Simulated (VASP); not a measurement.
Set up this calculation in VASP 6.6.1, as the native input.

```
Task                   : single point
Functional             : r2SCAN
Dispersion             : rVV10
Potentials or basis    : VASP PAW PBE potentials, release 64 (O, F)
Cutoff                 : 520 eV
k mesh                 : 12 × 12 × 2
Occupations            : fermi-dirac, width 0.03 eV
Spin                   : no spin polarisation
Dipole correction      : no
Further INCAR settings : ALGO = Normal; EDIFF = 1e-07; NBANDS = 29
```

OF2:

```xyz
6
Lattice="2.5897 0.0000 0.0000 -1.2949 2.2427 0.0000 0.0000 0.0000 9.4230" Properties=species:S:1:pos:R:3 pbc="T T T"
O     1.2949    0.7476    2.3559
O     0.0000    1.4952    7.0671
F     0.0000    1.4952    3.6898
F     1.2949    0.7476    8.4009
F     0.0000    1.4952    1.0221
F     1.2949    0.7476    5.7332
```

The input as run:

POSCAR

```
OF2
1.0
    2.5897009572      0.0000000000      0.0000000000
   -1.2948504786      2.2427468171      0.0000000000
    0.0000000000      0.0000000000      9.4229976796
O F
2 4
Direct
    0.6666666667      0.3333333333      0.2500195590
    0.3333333333      0.6666666667      0.7499804410
    0.3333333333      0.6666666667      0.3915747957
    0.6666666667      0.3333333333      0.8915351162
    0.3333333333      0.6666666667      0.1084648838
    0.6666666667      0.3333333333      0.6084252043
```

INCAR.step1

```
ALGO     = Normal         # electronic algorithm
EDIFF    = 1E-4           # SCF threshold, eV
ENCUT    = 520            # plane-wave cutoff, eV
GGA      = PE             # functional
ISMEAR   = -1             # smearing method
LASPH    = T              # aspherical terms in the spheres
LCHARG   = F              # write CHGCAR
LREAL    = F              # projectors in reciprocal space
LWAVE    = T              # write WAVECAR
NBANDS   = 29             # bands
NELM     = 80             # most SCF steps
PREC     = Accurate       # precision mode
SIGMA    = 0.03           # smearing width, eV
```

INCAR.step2

```
ALGO     = Normal         # electronic algorithm
BPARAM   = 11.95        
CPARAM   = 0.0093       
EDIFF    = 1E-7           # SCF threshold, eV
ENCUT    = 520            # plane-wave cutoff, eV
ISIF     = 2              # what is computed and relaxed
ISMEAR   = -1             # smearing method
ISTART   = 1            
IVDW_NL  = 2            
LASPH    = T              # aspherical terms in the spheres
LCHARG   = T              # write CHGCAR
LELF     = T              # ELF
LMIXTAU  = T            
LREAL    = F              # projectors in reciprocal space
LUSE_VDW = T            
LVHAR    = T            
LWAVE    = F              # write WAVECAR
METAGGA  = R2SCAN         # meta-GGA
NBANDS   = 29             # bands
NELM     = 80             # most SCF steps
PREC     = Accurate       # precision mode
SIGMA    = 0.03           # smearing width, eV
```

KPOINTS

```
k-points
0
Gamma
  12 12 2
```

Potentials or basis: VASP PAW PBE potentials, release 64 (O, F).

Run with:

```console
$ cat potpaw_PBE.64/O/POTCAR potpaw_PBE.64/F/POTCAR > POTCAR
$ cp INCAR.step1 INCAR
$ mpirun -np 1 vasp_std > vasp.out
$ cp INCAR.step2 INCAR
$ mpirun -np 1 vasp_std > vasp.out
```

It gave:

```json
{
 "Pressure": "-0.6 GPa",
 "Largest force": "0.005 eV/Å",
 "Band gap on the k mesh": "zero (band 20 reaches -0.98 eV, above the bottom of band 21 at -1.19 eV)"
}
```

Caveat: the PAW data sets were made with another functional, which shifts forces and pressure a little.

Run time: 3.3 min on 1 thread of Intel(R) Xeon(R) Platinum 8488C (Sapphire Rapids), on a shared host, peak memory 0.3 GiB.
